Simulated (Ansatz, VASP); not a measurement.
# InGa3P4 in VASP and in Ansatz

Contents of INCAR:

```
PREC     = Accurate       # precision mode
ENCUT    = 520            # plane-wave cutoff, eV
EDIFF    = 1E-7           # SCF threshold, eV
ISMEAR   = -1             # smearing method
SIGMA    = 0.02           # smearing width, eV
LREAL    = F              # projectors in reciprocal space
LASPH    = T              # aspherical terms in the spheres
NELM     = 150            # most SCF steps
ALGO     = Normal         # electronic algorithm
ISIF     = 2              # what is computed and relaxed
LWAVE    = F              # write WAVECAR
LCHARG   = F              # write CHGCAR
MAGMOM   = 0 0 0 0 0 0 0 0 0 0 0 0 0 0 0 0 0 0 0 0 0 0 0 0 # initial moments
LORBIT   = 11             # projections on sites
LSORBIT  = T              # spin-orbit coupling
GGA_COMPAT= F            
LORBMOM  = T            
GGA      = PE             # functional
NBANDS   = 90             # bands
KPAR     = 4
```

Contents of KPOINTS:

```
Automatic mesh
0
Gamma
  6 6 6
```

Contents of POSCAR:

```
InGa3P4
1.0
    5.5664661521      0.0000000000      0.0000000000
    0.0000000000      5.5664661521      0.0000000000
    0.0000000000      0.0000000000      5.5664661521
Ga P In
3 4 1
Direct
    0.5000000000      0.0000000000      0.0000000000
    0.0000000000      0.5000000000      0.0000000000
    0.0000000000      0.0000000000      0.5000000000
    0.7602244760      0.2397755240      0.2397755240
    0.2397755240      0.7602244760      0.2397755240
    0.2397755240      0.2397755240      0.7602244760
    0.7602244760      0.7602244760      0.7602244760
    0.5000000000      0.5000000000      0.5000000000
```

Input for Ansatz:

```yaml
crystal:
  lattice:
    - [5.5664661521, 0.0, 0.0]
    - [0.0, 5.5664661521, 0.0]
    - [0.0, 0.0, 5.5664661521]
  atoms:
    - { symbol: Ga, position: [0.5, 0.0, 0.0] }
    - { symbol: P, position: [0.760224476, 0.239775524, 0.239775524] }
    - { symbol: Ga, position: [0.0, 0.5, 0.0] }
    - { symbol: P, position: [0.239775524, 0.760224476, 0.239775524] }
    - { symbol: Ga, position: [0.0, 0.0, 0.5] }
    - { symbol: P, position: [0.239775524, 0.239775524, 0.760224476] }
    - { symbol: In, position: [0.5, 0.5, 0.5] }
    - { symbol: P, position: [0.760224476, 0.760224476, 0.760224476] }
kpoints:
  mp_grid: { grid: [6, 6, 6] }
  band_path:
    path: [[0.0, 0.0, 0.0], [0.0, 0.5, 0.0], [0.5, 0.5, 0.0], [0.5, 0.5, 0.5]]
    npoints: 1
hamiltonian:
  xc: pbe
scf:
  occupations: { method: fermi_dirac, width: 0.02 }
  n_extra_bands: 12
magnetization:
  noncollinear: true
  spin_orbit: true
output:
  forces: true
  stress: true
  eigenvalues: true
  write_density: true
  write_potential: true
  elf: true
  volumetric_format: npy
```

Alike in both runs: task single point; functional PBE; k mesh 6 × 6 × 6; occupations fermi-dirac, width 0.02 eV; non-collinear spin, spin-orbit coupling.

```csv
,VASP,Ansatz
version,VASP 6.6.1,Ansatz 0.2.0
potentials or method,"VASP PAW PBE potentials, release 64 (Ga_d, P, In_d)","plane waves, PAW"
plane-wave cutoff (eV),520,420
valence electrons in the cell,72,72
```

Ansatz gave:

| Item | Value |
| --- | --- |
| pressure (GPa) | 2.2 |
| rms of the force components (eV/Å) | 0.003 |
| net moment per atom (μB) | 0.00 |

**Question.** Which values does VASP return?

**Answer.** Pressure (GPa): 2.2; rms of the force components (eV/Å): 0.004; net moment per atom (μB): 0.00.
